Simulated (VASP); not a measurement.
Set up this calculation in VASP 6.6.1, as the native input.

* Task: single point
* Functional: PBEsol
* Potentials or basis: VASP PAW PBE potentials, release 64 (Pt, S)
* Cutoff: 520 eV
* k mesh: 12 × 12 × 8
* Occupations: gaussian, width 0.05 eV
* Spin: no spin polarisation
* Dipole correction: no
* Further INCAR settings: ALGO = Normal; EDIFF = 1e-06; NBANDS = 18

The structure of PtS2 lies in POSCAR:

```
PtS2
1.0
    3.5690207727      0.0000000001      0.0000000000
   -1.7845103865      3.0908626558      0.0000000000
    0.0000000000      0.0000000000      4.9661541861
Pt S
1 2
Direct
    0.0000000000      0.0000000000      0.0000000000
    0.3333333333      0.6666666667      0.2415551457
    0.6666666667      0.3333333333      0.7584448543
```

One way to write it, as run:

INCAR

```
SYSTEM = PtS2
ALGO = Normal ; EDIFF = 1E-6
ENCUT = 520 ; GGA = PS
ISIF = 2 ; ISMEAR = 0
LASPH = .True. ; LCHARG = .False.
LREAL = .False. ; LWAVE = .False.
NBANDS = 18 ; NELM = 80
PREC = Accurate ; SIGMA = 0.05
```

KPOINTS

```
k-points
0
Gamma
  12 12 8
  0 0 0
```

Potentials or basis: VASP PAW PBE potentials, release 64 (Pt, S).

Run with:

```sh
$ cat potpaw_PBE.64/Pt/POTCAR potpaw_PBE.64/S/POTCAR > POTCAR
$ mpirun -np 1 vasp_std > vasp.out
```

Results of the run:

| Property | Result |
| --- | --- |
| Pressure | -0.8 GPa |
| Largest force | 0.022 eV/Å |
| Band gap on the k mesh | 0.56 eV, indirect (least direct gap 0.75 eV) |

Caveat: the PAW data sets were made with another functional, which shifts forces and pressure a little; spin-orbit coupling is left out, which moves the levels of the heavy elements.

It took 68 s on 1 thread of Intel(R) Xeon(R) 6975P-C (Granite Rapids), with other jobs on the host, peak memory 0.27 GiB.
